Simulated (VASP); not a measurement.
Wanted: the native input for a VASP 6.6.1 run.

```yaml
Task: single point
Functional: PBEsol
Potentials_or_basis: VASP PAW PBE potentials, release 64 (Ti_sv, Al)
Cutoff: 520 eV
k_mesh: 16 × 16 × 16
Occupations: gaussian, width 0.15 eV
Spin: no spin polarisation
Dipole_correction: no
Further_INCAR_settings: ALGO = Fast; EDIFF = 1e-07; NBANDS = 14
```

The structure of TiAl lies in POSCAR:

```
TiAl
1.0
    2.8598060384      0.0000000000      0.0000000000
    0.0000000000      2.8598060384      0.0000000000
    0.0000000000      0.0000000000      4.0489133891
Ti Al
1 1
Direct
    0.0000000000      0.0000000000      0.0000000000
    0.5000000000      0.5000000000      0.5000000000
```

The input as run:

INCAR

```
SYSTEM = TiAl
ALGO = Fast
EDIFF = 1E-7
ENCUT = 520
GGA = PS
ISIF = 2
ISMEAR = 0
LASPH = .TRUE.
LCHARG = .FALSE.
LREAL = .FALSE.
LWAVE = .FALSE.
NBANDS = 14
NELM = 100
PREC = Accurate
SIGMA = 0.15
```

KPOINTS

```
k-points
0
G
  16 16 16
  0 0 0
```

Potentials or basis: VASP PAW PBE potentials, release 64 (Ti_sv, Al).

Launch:

```bash
$ cat potpaw_PBE.64/Ti_sv/POTCAR potpaw_PBE.64/Al/POTCAR > POTCAR
$ mpirun -np 1 vasp_std > vasp.out
```

Results of the run:

| Quantity | Value |
| --- | --- |
| Pressure | -5.2 GPa |
| Band gap on the k mesh | zero (an odd number of electrons rules out a gap without spin polarisation) |

Caveat: the cell stands under tension; the PAW data sets were made with another functional, which shifts forces and pressure a little.

Wall time 8.6 min on 1 thread of Intel Xeon 8259CL (shared host), peak memory 0.31 GiB.
